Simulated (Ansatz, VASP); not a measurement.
## Lu in VASP and in Ansatz

```
Lu
1.0
    -1.94865    1.94865    1.94865
     1.94865   -1.94865    1.94865
     1.94865    1.94865   -1.94865
Lu
1
Direct
  0.00000 0.00000 0.00000
```

Alike in both runs: functional PBE; k mesh 15 × 15 × 15; occupations fermi-dirac, width 0.05 eV; no spin polarisation.

Ansatz relaxed the structure, and its values are those at the end. VASP's run is a single point on that final structure, the one shown.

|  | VASP | Ansatz |
| --- | --- | --- |
| version | VASP 6.6.1 | Ansatz 0.2.0 |
| potentials or method | VASP PAW PBE potentials, release 64 (Lu), cutoff 520 eV | all-electron LAPW, scalar-relativistic |

Ansatz gave:

```
pressure (GPa) : 0.0
```

Q: Estimate VASP's values.

A: Pressure (GPa): 0.1.

Ansatz ran all-electron here, and VASP with PAW potentials.

Neither program's run includes spin-orbit coupling.
